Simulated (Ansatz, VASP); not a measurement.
**Two plane-wave programs on SiGe3**

```
Ge Si
1.0
     1.99974    3.46365    0.00000
     0.00003   -0.00002    6.60074
     5.99841   -3.46318    0.00004
Ge Si
6 2
Direct
  0.50000 0.06324 0.16667
  0.00000 0.06324 0.66667
  0.50000 0.44221 0.16668
  0.00000 0.44221 0.66668
  0.50000 0.93208 0.83332
  0.00000 0.93208 0.33332
  0.50000 0.56247 0.83333
  0.00000 0.56247 0.33333
```

Alike in both runs: functional PBE; k mesh 10 × 6 × 6; occupations gaussian, width 0.1 eV; no spin polarisation.

Ansatz relaxed the structure, and its values are those at the end. VASP's run is a single point on that final structure, the one shown.

|  | VASP | Ansatz |
| --- | --- | --- |
| version | VASP 6.6.1 | Ansatz 0.2.0 |
| potentials or method | VASP PAW PBE potentials, release 64 (Ge_d, Si), cutoff 520 eV | scalar-relativistic, plane waves, PAW |
| valence electrons in the cell | 92 | 92 |

```csv
,VASP,Ansatz,Ansatz less VASP
gap on the k mesh at the Fermi level (eV),none,none,-
pressure (GPa),-0.1,0.0,+0.08
```

A gap of «none» marks a metal or a gap that the smearing closes.
